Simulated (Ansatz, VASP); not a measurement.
# One calculation of Pd, two programs

```
Pd
1.0
     2.77023    0.00000    0.00000
    -1.38512    2.39909    0.00000
     0.00000    0.00000    4.63365
Pd
2
Direct
  0.33333 0.66667 0.25000
  0.66667 0.33333 0.75000
```

Alike in both runs: functional PBE; k mesh 17 × 17 × 9; occupations fermi-dirac, width 0.05 eV; no spin polarisation.

Ansatz relaxed the structure, and its values are those at the end. VASP's run is a single point on that final structure, the one shown.

|  | VASP | Ansatz |
| --- | --- | --- |
| version | VASP 6.6.1 | Ansatz 0.2.0 |
| potentials or method | VASP PAW PBE potentials, release 64 (Pd) | PAW with Ansatz's default frozen-core files, scalar-relativistic |
| plane-wave cutoff (eV) | 520 | 420 |
| valence electrons in the cell | 20 | 36 |

VASP gave:

```
pressure (GPa) : -0.3
```

Task: Which values does Ansatz return?

Result: Pressure (GPa): 0.0.

With one functional, cell and mesh, what is left measures potentials, basis and numerics. VASP's potentials hold 20 valence electrons a cell and Ansatz's 36, so a difference there can come from the potentials and not from the codes.
